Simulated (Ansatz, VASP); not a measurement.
# One calculation of Si8O, two programs

```xyz
9
Lattice="3.8155 0.0000 0.0000 0.0000 6.3129 0.0000 0.0000 0.0000 21.3319" Properties=species:S:1:pos:R:3 pbc="T T T"
Si    0.0000    5.9146    4.0000
Si    0.0000    3.5548    4.0000
Si    1.9078    2.7581    5.1014
Si    1.9078    0.3983    5.1014
Si    1.9078    5.8917    7.3178
Si    1.9078    3.5778    7.3178
Si    0.0000    2.6933    8.2319
Si    0.0000    0.4632    8.2319
O     1.9078    2.6933   10.4319
```

Alike in both runs: task single point; functional PBE; dispersion D3(BJ); k mesh 7 × 4 × 1; occupations gaussian, width 0.05 eV; collinear spin.

|  | VASP | Ansatz |
| --- | --- | --- |
| version | VASP 6.6.1 | Ansatz 0.2.0 |
| potentials or method | VASP PAW PBE potentials, release 64 (Si, O), cutoff 520 eV | scalar-relativistic, plane waves, PAW |
| valence electrons in the cell | 38 | 38 |

|  | VASP | Ansatz | Ansatz less VASP |
| --- | --- | --- | --- |
| gap on the k mesh at the Fermi level (eV) | none | none | - |
| rms of the force components (eV/Å) | 0.485 | 0.462 | -0.0228 |
| net moment per atom (μB) | 0.17 | 0.16 | -0.015 |
| size of the moment on the site where the two differ most (μB) | 1.08 | 1.41 | +0.339 |
| work function, face that differs most (eV) | 6.91 | 6.92 | +0.012 |

Site moments also hang on the region over which each program counts them. Atom by atom the forces differ by 0.057 eV/Å (rms over components). A gap of «none» marks a metal or a gap that the smearing closes. Ansatz's warnings: stability check not made.
